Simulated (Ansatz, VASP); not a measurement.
Fe3Co: VASP beside Ansatz

```xyz
4
Lattice="4.0236 0.0000 0.0000 0.0000 4.0236 0.0000 0.0000 0.0000 2.8277" Properties=species:S:1:pos:R:3 pbc="T T T"
Fe    2.0118    2.0118    0.0000
Fe    2.0118    0.0000    1.4139
Fe    0.0000    2.0118    1.4139
Co    0.0000    0.0000    0.0000
```

Alike in both runs: task single point; functional PBEsol; k mesh 5 × 5 × 7; occupations gaussian, width 0.4 eV; collinear spin.

|  | VASP | Ansatz |
| --- | --- | --- |
| version | VASP 6.6.1 | Ansatz 0.2.0 |
| potentials or method | VASP PAW PBE potentials, release 64 (Fe, Co), cutoff 600 eV | scalar-relativistic, plane waves, PAW |
| valence electrons in the cell | 33 | 65 |

VASP gave:

```
gap on the k mesh at the Fermi level (eV)                     : none
pressure (GPa)                                                : -8.6
traceless stress, the component that is largest in VASP (GPa) : 0.37
net moment per atom (μB)                                      : 2.27
size of the moment on the site where the two differ most (μB) : 1.70
```

Estimate Ansatz's values.

gap on the k mesh at the Fermi level (eV): none; pressure (GPa): -8.4; traceless stress, the component that is largest in VASP (GPa): 0.32; net moment per atom (μB): 2.27; size of the moment on the site where the two differ most (μB): 1.77.

VASP's potentials were made for PBE, not for PBEsol. Site moments also hang on the region over which each program counts them. A gap of «none» marks a metal or a gap that the smearing closes. The functional is the same, so the differences come from potentials, cutoffs and numerics. VASP's potentials hold 33 valence electrons a cell and Ansatz's 65, so a difference there can come from the potentials and not from the codes.
